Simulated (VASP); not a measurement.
Write the native input for VASP 6.6.1 that does the following.

* Task: single point
* Functional: PBE
* Potentials or basis: VASP PAW PBE potentials, release 64 (Sr_sv, Ru_pv, O)
* Cutoff: 520 eV
* k mesh: 8 × 8 × 2
* Occupations: gaussian, width 0.1 eV
* Spin: no spin polarisation
* Dipole correction: no
* Further INCAR settings: ALGO = Normal; EDIFF = 1e-07; NBANDS = 61

The structure of Sr3RuO lies in POSCAR:

```
Sr3RuO
1.0
    3.6350763105      0.0000000000      0.0000000000
    0.0000000000      3.6350763105      0.0000000000
    0.0000000000      0.0000000000     17.6639240184
Sr Ru O
6 2 2
Direct
    0.0000000000      0.5000000000      0.7768463798
    0.5000000000      0.0000000000      0.9285476239
    0.5000000000      0.0000000000      0.2231536202
    0.0000000000      0.5000000000      0.0714523761
    0.5000000000      0.0000000000      0.4099827832
    0.0000000000      0.5000000000      0.5900172168
    0.0000000000      0.5000000000      0.3125688771
    0.5000000000      0.0000000000      0.6874311229
    0.0000000000      0.5000000000      0.9305226592
    0.5000000000      0.0000000000      0.0694773408
```

The input as run:

INCAR

```
PREC = Accurate
ENCUT = 520
EDIFF = 1E-7
ISMEAR = 0
SIGMA = 0.1
LREAL = F
LASPH = T
NELM = 80
ALGO = Normal
ISIF = 2
LWAVE = F
LCHARG = F
GGA = PE
NBANDS = 61
```

KPOINTS

```
regular mesh
0
Gamma
  8 8 2
```

Potentials or basis: VASP PAW PBE potentials, release 64 (Sr_sv, Ru_pv, O).

Command:

```sh
$ cat potpaw_PBE.64/Sr_sv/POTCAR potpaw_PBE.64/Ru_pv/POTCAR potpaw_PBE.64/O/POTCAR > POTCAR
$ mpirun -np 1 vasp_std > vasp.out
```

It gave:

| Item | Value |
| --- | --- |
| Pressure | 4.1 GPa |
| Largest force | 0.034 eV/Å |
| Band gap on the k mesh | zero (bands 50 and 51 overlap by 0.88 eV) |

Caveat: the cell stands under pressure.

It took 6 min on 1 thread of Intel(R) Xeon(R) 6975P-C (Granite Rapids) (shared host), peak memory 0.53 GiB.
